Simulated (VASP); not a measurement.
# Na4Hg (Pm-3m) in VASP: single point with PBE

Aim: the single point of Na4Hg with PBE.

All numbers are computed with VASP 6.6.1; they aren't measurements. Logs are shortened: lines on timing, memory, paths and dates and some standing lists are left out, and cuts for length are marked.

## 1. The cell of the first run

The structure is cubic, space group Pm-3m (No. 221). The conventional cell has a = 5.874 Å, b = 5.874 Å, c = 5.874 Å, α = 90.00°, β = 90.00°, γ = 90.00°. Na (site symmetry m-3m) has 12 Na at 4.15 Å and 8 Hg at 5.09 Å within 5.4 Å. Na (site symmetry 4/mmm) has 2 Hg at 2.94 Å within 3.9 Å. Hg (site symmetry m-3m) has 6 Na at 2.94 Å within 3.9 Å.

## 2. Single point, PBE

Input file POSCAR:

```
Na4Hg
1.0
    5.8742039411      0.0000000000      0.0000000000
    0.0000000000      5.8742039411      0.0000000000
    0.0000000000      0.0000000000      5.8742039411
Na Hg
4 1
Direct
    0.0000000000      0.0000000000      0.0000000000
    0.0000000000      0.5000000000      0.5000000000
    0.5000000000      0.0000000000      0.5000000000
    0.5000000000      0.5000000000      0.0000000000
    0.5000000000      0.5000000000      0.5000000000
```

Input file INCAR.step1:

```
SYSTEM = Na4Hg
ALGO     = Normal         ! electronic algorithm
EDIFF    = 1E-6           ! SCF threshold, eV
ENCUT    = 520            ! plane-wave cutoff, eV
GGA      = PE             ! functional
ISIF     = 2              ! what is computed and relaxed
ISMEAR   = 0              ! smearing method
LASPH    = .True.         ! aspherical terms in the spheres
LCHARG   = .True.         ! write CHGCAR
LREAL    = .False.        ! projectors in reciprocal space
LWAVE    = .False.        ! write WAVECAR
NBANDS   = 28             ! bands
NELM     = 100            ! most SCF steps
PREC     = Accurate       ! precision mode
SIGMA    = 0.1            ! smearing width, eV
```

Input file KPOINTS.step1:

```
k-points
0
Gamma
  8 8 8
  0 0 0
```

Input file INCAR.step2:

```
SYSTEM = Na4Hg
ALGO     = Normal         ! electronic algorithm
EDIFF    = 1E-6           ! SCF threshold, eV
ENCUT    = 520            ! plane-wave cutoff, eV
GGA      = PE             ! functional
ICHARG   = 11             ! starting density
ISIF     = 2              ! what is computed and relaxed
ISMEAR   = -5             ! smearing method
LASPH    = .True.         ! aspherical terms in the spheres
LCHARG   = .False.        ! write CHGCAR
LORBIT   = 11             ! projections on sites
LREAL    = .False.        ! projectors in reciprocal space
LWAVE    = .False.        ! write WAVECAR
NEDOS    = 1001           ! points of the DOS
NELM     = 100            ! most SCF steps
PREC     = Accurate       ! precision mode
SIGMA    = 0.1            ! smearing width, eV
```

Input file KPOINTS.step2:

```
k-points
0
Gamma
  12 12 12
  0 0 0
```

Potentials or basis: VASP PAW PBE potentials, release 64 (Na_pv, Hg).

Run with:

```bash
$ cat potpaw_PBE.64/Na_pv/POTCAR potpaw_PBE.64/Hg/POTCAR > POTCAR
$ cp INCAR.step1 INCAR
$ cp KPOINTS.step1 KPOINTS
$ mpirun -np 1 vasp_std > vasp.out
$ cp INCAR.step2 INCAR
$ cp KPOINTS.step2 KPOINTS
$ mpirun -np 1 vasp_std > vasp.out
```

OUTCAR:

```text
SYSTEM = Na4Hg
   EDIFF = 1E-6
   ENCUT = 520
   GGA = PE
   ICHARG = 11
   ISIF = 2
   ISMEAR = -5
   LASPH = .True.
   LORBIT = 11
   LREAL = .False.
   NELM = 100
   PREC = Accurate

 ion  position               nearest neighbor table
   1  0.000  0.000  0.000-
   2  0.000  0.500  0.500-   5 2.94   5 2.94
   3  0.500  0.000  0.500-   5 2.94   5 2.94
   4  0.500  0.500  0.000-   5 2.94   5 2.94
   5  0.500  0.500  0.500-   2 2.94   3 2.94   4 2.94   4 2.94   3 2.94   2 2.94

  LATTYP: Found a simple cubic cell.
 ALAT       =     5.8742039411

  Lattice vectors:

 A1 = (   5.8742039411,   0.0000000000,   0.0000000000)
 A2 = (   0.0000000000,   5.8742039411,   0.0000000000)
 A3 = (   0.0000000000,   0.0000000000,   5.8742039411)

Analysis of symmetry for initial positions (statically):
=====================================================================
 Subroutine PRICEL returns:
 Original cell was already a primitive cell.

 Routine SETGRP: Setting up the symmetry group for a
 simple cubic supercell.

 Subroutine GETGRP returns: Found 48 space group operations
 (whereof 48 operations were pure point group operations)
 out of a pool of 48 trial point group operations.

The static configuration has the point symmetry O_h .

Analysis of symmetry for dynamics (positions and initial velocities):
=====================================================================
 Subroutine PRICEL returns:
 Original cell was already a primitive cell.

 Routine SETGRP: Setting up the symmetry group for a
 simple cubic supercell.

 Subroutine GETGRP returns: Found 48 space group operations
 (whereof 48 operations were pure point group operations)
 out of a pool of 48 trial point group operations.

The dynamic configuration has the point symmetry O_h .

 Subroutine INISYM returns: Found 48 space group operations
 (whereof 48 operations are pure point group operations),
 and found     1 'primitive' translations

----------------------------------------------------------------------------------------

                                     Primitive cell

  volume of cell :     202.6969

  direct lattice vectors                    reciprocal lattice vectors
     5.874203941  0.000000000  0.000000000     0.170235833  0.000000000  0.000000000
     0.000000000  5.874203941  0.000000000     0.000000000  0.170235833  0.000000000
     0.000000000  0.000000000  5.874203941     0.000000000  0.000000000  0.170235833

  length of vectors
     5.874203941  5.874203941  5.874203941     0.170235833  0.170235833  0.170235833

  position of ions in fractional coordinates (direct lattice)
     0.000000000  0.000000000  0.000000000
     0.000000000  0.500000000  0.500000000
     0.500000000  0.000000000  0.500000000
     0.500000000  0.500000000  0.000000000
     0.500000000  0.500000000  0.500000000

  ion indices of the primitive-cell ions
   primitive index   ion index
                 1           1
                 2           2
                 3           3
                 4           4
                 5           5

----------------------------------------------------------------------------------------

 KPOINTS: k-points

Automatic generation of k-mesh.
 Grid dimensions read from file:
 generate k-points for:   12   12   12

 Generating k-lattice:

  Cartesian coordinates                     Fractional coordinates (reciprocal lattice)
     0.014186319  0.000000000  0.000000000     0.083333333  0.000000000  0.000000000
     0.000000000  0.014186319  0.000000000     0.000000000  0.083333333  0.000000000
     0.000000000  0.000000000  0.014186319     0.000000000  0.000000000  0.083333333

  Length of vectors
     0.014186319  0.014186319  0.014186319

  Shift w.r.t. Gamma in fractional coordinates (k-lattice)
     0.000000000  0.000000000  0.000000000

 TETIRR: Found    854 inequivalent tetrahedra from    10368

 Subroutine IBZKPT returns following result:
 ===========================================

 Found     84 irreducible k-points:

 Following reciprocal coordinates:
            Coordinates               Weight
  0.000000  0.000000  0.000000      1.000000
  0.083333  0.000000  0.000000      6.000000
  0.166667  0.000000  0.000000      6.000000
  0.250000  0.000000  0.000000      6.000000
  0.333333  0.000000  0.000000      6.000000
  0.416667  0.000000  0.000000      6.000000
[... 16 lines left out ...]
  0.333333  0.333333  0.000000     12.000000
  0.416667  0.333333  0.000000     24.000000
 [... further k-points ...]
   k-points           NKPTS =     84   k-points in BZ     NKDIM =     84   number of bands    NBANDS=     24
   number of dos      NEDOS =   1001   number of ions     NIONS =      5
   total plane-waves  NPLWV = 110592
   dimension x,y,z NGX =    48 NGY =   48 NGZ =   48
   dimension x,y,z NGXF=    96 NGYF=   96 NGZF=   96
   ions per type =               4   1
   NGX,Y,Z   is equivalent  to a cutoff of  13.58, 13.58, 13.58 a.u.
   NGXF,Y,Z  is equivalent  to a cutoff of  27.17, 27.17, 27.17 a.u.
 SYSTEM =  Na4Hg
   PREC   = accura    normal or accurate (medium, high low for compatibility)
   ISTART =      0    job   : 0-new  1-cont  2-samecut
   ICHARG =     11    charge: 1-file 2-atom 10-const
   ISPIN  =      1    spin polarized calculation?
   LNONCOLLINEAR =      F non collinear calculations
   LSORBIT =      F    spin-orbit coupling
   LASPH  =      T    aspherical Exc in radial PAW
   ENCUT  =  520.0 eV  38.22 Ry    6.18 a.u.  10.92 10.92 10.92*2*pi/ulx,y,z
   NELM   =    100;   NELMIN=  2; NELMDL=  0     # of ELM steps
   EDIFF  = 0.1E-05   stopping-criterion for ELM
   LREAL  =      F    real-space projection
   EDIFFG = 0.1E-04   stopping-criterion for IOM
   NSW    =      0    number of steps for IOM
   IBRION =     -1    ionic relax: 0-MD 1-quasi-New 2-CG
   NFREE  =      0    steps in history (QN), initial steepest desc. (CG)
   ISIF   =      2    stress and relaxation
   ISYM   =      2    0-nonsym 1-usesym 2-fastsym
   POTIM  = 0.5000    time-step for ionic-motion
   TEBEG  =    0.0;   TEEND  =   0.0 temperature during run
   PSTRESS=    0.0 pullay stress
   NELECT =      40.0000    total number of electrons
   NUPDOWN=      -1.0000    fix difference up-down
   EMIN   =  10.00;   EMAX   =-10.00  energy-range for DOS
   EFERMI =   0.00;   METHOD = LEGACY
   ISMEAR =    -5;   SIGMA  =   0.10  broadening in eV -4-tet -1-fermi 0-gaus
   EFERMI_NEDOS =   21; number of points for ismear=-14 and -15
   IALGO  =     38    algorithm
   IMIX   =      4    mixing-type and parameters
     AMIX     =   0.40;   BMIX     =  1.00
     AMIX_MAG =   1.60;   BMIX_MAG =  1.00
  volume/ion in A,a.u.               =      40.54       273.57
  Fermi-wavevector in a.u.,A,eV,Ry     =   0.953116  1.801128 12.359945  0.908430
  Thomas-Fermi vector in A             =   2.081741
   LORBIT       =     11    0 simple, 1 ext, 2 COOP (PROOUT), +10 PAW based schemes
   GGA     = PE    functional components
   LHFCALC =     F    Hartree Fock is set to
   AEXX    =    0.0000 exact exchange contribution
   IVDW    =     0    specifies the selected vdW correction
   LEPSILON=     F    determine dielectric tensor
   LRPA    =     F    only Hartree local field effects (RPA)
 non-spin polarized calculation
 Fermi weights with tetrahedron method with Bloechl corrections
  energy-cutoff  :      520.00
  volume of cell :      202.70
 maximum number of plane-waves:      5520
 NGX is ok and might be reduce to    48

 number of electron      40.0000053 magnetization

 Free energy of the ion-electron system (eV)
  ---------------------------------------------------
  ext. energy  EPLUGINS =         0.00000000
  ---------------------------------------------------
  free energy    TOTEN  =        -5.47566319 eV

  energy without entropy =       -5.47566319  energy(sigma->0) =       -5.47566319

 E-fermi :   0.1289     XC(G=0):  -6.5266

 val. band max:        0.1025992342   @ k =   0.1667   0.1667   0.1667
 cond. band min:       0.1025992342   @ k =   0.1667   0.1667   0.1667
 fundamental gap:      0.0000000000
 Fermi energy:         0.1289201585

 k-point     1 :       0.0000    0.0000    0.0000
  band No.  band energies     occupation
      1     -25.3065      2.00000
      2     -25.3065      2.00000
      3     -25.3065      2.00000
      4     -24.6577      2.00000
      5     -24.6577      2.00000
      6     -24.6577      2.00000
[... 16 lines left out ...]
     23       2.2135      0.00000
     24       2.2135      0.00000

 k-point     2 :       0.0833    0.0000    0.0000
  band No.  band energies     occupation
      1     -25.3065      2.00000
      2     -25.3065      2.00000
      3     -25.3065      2.00000
      4     -24.6576      2.00000
      5     -24.6576      2.00000
      6     -24.6576      2.00000
[... 16 lines left out ...]
     23       2.2413      0.00000
     24       2.4131      0.00000

 k-point     3 :       0.1667    0.0000    0.0000
  band No.  band energies     occupation
      1     -25.3065      2.00000
      2     -25.3065      2.00000
      3     -25.3065      2.00000
      4     -24.6574      2.00000
      5     -24.6574      2.00000
      6     -24.6574      2.00000
[... 16 lines left out ...]
     23       2.3240      0.00000
     24       2.8531      0.00000
[... 514 lines left out ...]
 k-point    23 :       0.3333    0.3333    0.0000
  band No.  band energies     occupation
      1     -25.3065      2.00000
      2     -25.3065      2.00000
      3     -25.3065      2.00000
      4     -24.6585      2.00000
      5     -24.6557      2.00000
      6     -24.6555      2.00000
[... 16 lines left out ...]
     23       1.9939      0.00000
     24       3.3191      0.00000

 k-point    24 :       0.4167    0.3333    0.0000
  band No.  band energies     occupation
      1     -25.3065      2.00000
      2     -25.3065      2.00000
      3     -25.3065      2.00000
      4     -24.6587      2.00000
      5     -24.6562      2.00000
      6     -24.6550      2.00000
[... 16 lines left out ...]
     23       2.2262      0.00000
     24       3.2082      0.00000

 [... further k-points ...]

------------------------ aborting loop because EDIFF is reached ----------------------------------------

  FORCE on cell =-STRESS in cart. coord.  units (eV):
  Direction    XX          YY          ZZ          XY          YZ          ZX
  --------------------------------------------------------------------------------------
  -------------------------------------------------------------------------------------
  Total       -0.0001913     -0.0001913     -0.0001913     -0.0000000     -0.0000000     -0.0000000
  in kB       -0.0015121     -0.0015121     -0.0015121     -0.0000000     -0.0000000     -0.0000000
  external PRESSURE =      -0.0015121 kB  Pullay stress =       0.0000000 kB

 VOLUME and BASIS-vectors are now :
 -----------------------------------------------------------------------------
  energy-cutoff  :      520.00
  volume of cell :      202.70
      direct lattice vectors                 reciprocal lattice vectors
     5.874203941  0.000000000  0.000000000     0.170235833  0.000000000  0.000000000
     0.000000000  5.874203941  0.000000000     0.000000000  0.170235833  0.000000000
     0.000000000  0.000000000  5.874203941     0.000000000  0.000000000  0.170235833

 POSITION                                       TOTAL-FORCE (eV/Angst)
 -----------------------------------------------------------------------------------
      0.00000      0.00000      0.00000         0.000000      0.000000      0.000000
      0.00000      2.93710      2.93710         0.000000      0.000000      0.000000
      2.93710      0.00000      2.93710         0.000000      0.000000      0.000000
      2.93710      2.93710      0.00000         0.000000      0.000000      0.000000
      2.93710      2.93710      2.93710         0.000000      0.000000      0.000000
 -----------------------------------------------------------------------------------
    total drift:                                0.000000     -0.000000     -0.000000

  FREE ENERGIE OF THE ION-ELECTRON SYSTEM (eV)
  ---------------------------------------------------
  free  energy   TOTEN  =        -5.4756631931 eV

  energy  without entropy=       -5.4756631931  energy(sigma->0) =       -5.47566319

 total charge

# of ion       s       p       d       tot
------------------------------------------
    1        0.071   5.955   0.000   6.027
    2        0.095   5.967   0.000   6.062
    3        0.095   5.967   0.000   6.062
    4        0.095   5.967   0.000   6.062
    5        0.987   0.253   9.289  10.528
--------------------------------------------------
tot          1.342  24.109   9.289  34.740
```

Run time: 7.6 min. Hardware: 1 thread of AMD EPYC 7R43 (Zen 3), shared host; peak memory 0.5 GiB.

Results:

| Item | Value |
| --- | --- |
| Valence electrons inside the program's atomic spheres | Na 6.03, 6.06 (each value once); Hg 10.53 |

Levels at points of the mesh, in eV from the Fermi level:
| k point | band 18 | band 19 | band 20 | band 21 | band 22 | band 23 |
| --- | --- | --- | --- | --- | --- | --- |
| (0.00, 0.00, 0.00) | -5.32 | -0.80 | 0.49 | 0.49 | 0.49 | 2.08 |
| (0.50, 0.00, 0.00) | -5.07 | -1.87 | 0.70 | 0.97 | 0.97 | 2.21 |
| (0.50, 0.50, 0.00) | -4.85 | -1.05 | -1.05 | -0.37 | 1.34 | 2.71 |
| (0.50, 0.50, 0.50) | -4.67 | -0.36 | -0.36 | -0.36 | 0.68 | 0.70 |

Caveat: spin-orbit coupling is left out, which moves the levels of the heavy elements; tetrahedron occupations give inexact forces and stress in metals.
